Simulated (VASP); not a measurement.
A run of VASP 6.6.1 is set up as follows.

The input INCAR:

```
ALGO = Normal ; EDIFF = 1E-6
ENCUT = 520 ; GGA = PE
GGA_COMPAT = False ; ISIF = 2
ISMEAR = 0 ; LASPH = True
LCHARG = True ; LORBIT = 11
LORBMOM = True ; LREAL = False
LSORBIT = True ; LVHAR = True
LWAVE = False ; MAGMOM = 0 0 0 0 0 0 0 0 0 0 0 0
NBANDS = 46 ; NELM = 150
PREC = Accurate ; SIGMA = 0.01
```

File KPOINTS:

```
k-points
0
Gamma
  6 6 4
```

The input POSCAR:

```
SrO
1.0
    4.2700309529      0.0000000000      0.0000000000
   -2.1350154765      3.6979552802      0.0000000000
    0.0000000000      0.0000000000      5.1444468270
Sr O
2 2
Direct
    0.3333333333      0.6666666667     -0.0625000000
    0.6666666667      0.3333333333      0.4375000000
    0.3333333333      0.6666666667      0.4375000000
    0.6666666667      0.3333333333      0.9375000000
```

Potentials or basis: VASP PAW PBE potentials, release 64 (Sr_sv, O).

Run with:

```console
$ cat potpaw_PBE.64/Sr_sv/POTCAR potpaw_PBE.64/O/POTCAR > POTCAR
$ mpirun -np 1 vasp_ncl > vasp.out
```

Predict the net moment.

0.00 μB per cell.

What does it give for the pressure?

1.7 GPa.

Stress tensor (GPa, compression positive):
```
1.57 0.00 0.00
0.00 1.57 0.00
0.00 0.00 2.03
```
